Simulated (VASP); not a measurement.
Runs of VASP 6.6.1 on CdS (Greenockite). The structure is that of space group P6_3mc (No. 186), or close to it. The cells are those of the table. 

| level | cell | k mesh | gap on the mesh (eV) | pressure (GPa) |
| --- | --- | --- | --- | --- |
| r2SCAN | a = 4.123, b = 4.123, c = 6.698 Å, angles 90.0, 90.0, 120.0°, 4 atoms | 6 × 6 × 4 | 1.70 | 2.3 |
| PBE | a = 4.239, b = 4.239, c = 6.896 Å, angles 90.0, 90.0, 120.0°, 4 atoms | 6 × 6 × 4 | 1.04 | -1.2 |
| r2SCAN | a = 4.246, b = 4.246, c = 6.899 Å, angles 90.0, 90.0, 120.0°, 4 atoms | 6 × 6 × 4 | (a) | -2.9 |
| r2SCAN | a = 4.165, b = 4.165, c = 6.766 Å, angles 90.0, 90.0, 120.0°, 4 atoms | 6 × 6 × 4 | (c) | 0.3 |
| PBE | a = 4.165, b = 4.165, c = 6.766 Å, angles 90.0, 90.0, 120.0°, 4 atoms | 12 × 12 × 4 | 1.18 | (b) |

Alike in all rows: task single point; potentials or basis VASP PAW PBE potentials, release 64 (Cd, S); no spin polarisation; cutoff (eV) 520; smearing gaussian 0.01 eV.

Problem. Estimate the missing entries.

Solution. (a) 1.48; (b) 1.7; (c) 1.63.

Caveats: the PAW data sets were made with another functional, which shifts forces and pressure a little (some runs).

A k mesh can miss the band edges, and the runs leave out spin-orbit coupling on Cd.
